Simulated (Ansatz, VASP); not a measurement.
## NaCl: VASP beside Ansatz

```
Na Cl
1.0
    -0.03859    3.08727    3.08727
     3.08727   -0.03859    3.08727
     3.04868    3.04868    0.00000
Na Cl
1 1
Direct
  0.99716 0.99716 0.00284
  0.25284 0.25284 0.24716
```

Change from the starting cell: shear_xy strain -2.5%.

Alike in both runs: task single point; functional PBE; k mesh 8 × 8 × 8; occupations fermi-dirac, width 0.02 eV; no spin polarisation.

|  | VASP | Ansatz |
| --- | --- | --- |
| version | VASP 6.6.1 | Ansatz 0.2.0 |
| potentials or method | VASP PAW PBE potentials, release 64 (Na_pv, Cl) | plane waves, PAW |
| plane-wave cutoff (eV) | 500 | 420 |
| valence electrons in the cell | 14 | 16 |

```tsv
	VASP	Ansatz	Ansatz less VASP
gap on the k mesh at the Fermi level (eV)	4.91	4.91	+0.001
pressure (GPa)	0.7	0.7	+0.03
traceless stress, the component that is largest in VASP (GPa)	0.14	0.14	0.000
```

VASP's potentials hold 14 valence electrons a cell and Ansatz's 16, so a difference there can come from the potentials and not from the codes.
